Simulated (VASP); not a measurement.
Here is a VASP 6.6.1 calculation.

Contents of INCAR:

```
ALGO = Normal ; EDIFF = 1E-8
ENCUT = 520 ; GGA = PS
IBRION = 8 ; ISIF = 2
ISMEAR = 0 ; LASPH = True
LCHARG = True ; LEPSILON = True
LREAL = False ; LWAVE = False
NELM = 80 ; NSW = 1
PREC = Accurate ; SIGMA = 0.01
```

File KPOINTS:

```
k-points
0
Gamma
  6 6 6
```

Contents of POSCAR:

```
NaCl
1.0
    3.5021900000      0.0000000000      0.0000000000
    0.0000000000      3.5021900000      0.0000000000
    0.0000000000      0.0000000000      3.5021900000
Cl Na
1 1
Direct
    0.5000000000      0.5000000000      0.5000000000
    0.0000000000      0.0000000000      0.0000000000
```

Potentials or basis: VASP PAW PBE potentials, release 64 (Cl, Na_pv).

Command:

```bash
$ cat potpaw_PBE.64/Cl/POTCAR potpaw_PBE.64/Na_pv/POTCAR > POTCAR
$ mpirun -np 1 vasp_std > vasp.out
```

**Question.** What does it give for the electronic dielectric tensor (diagonal)?

**Answer.** 2.77.

**Question.** Predict the Born charges (mean of the diagonal).

**Answer.** Cl -1.19; Na +1.19 e.

**Question.** Predict the highest phonon frequency at Γ, LO-TO splitting left out.

**Answer.** 73 cm⁻¹.

Born effective charge tensors (e):
atom 1, Cl
```
-1.19  0.00  0.00
 0.00 -1.19  0.00
 0.00  0.00 -1.19
```
atom 2, Na
```
1.19 0.00 0.00
0.00 1.19 0.00
0.00 0.00 1.19
```

Caveat: the cell stands under pressure or tension, which shifts response properties.
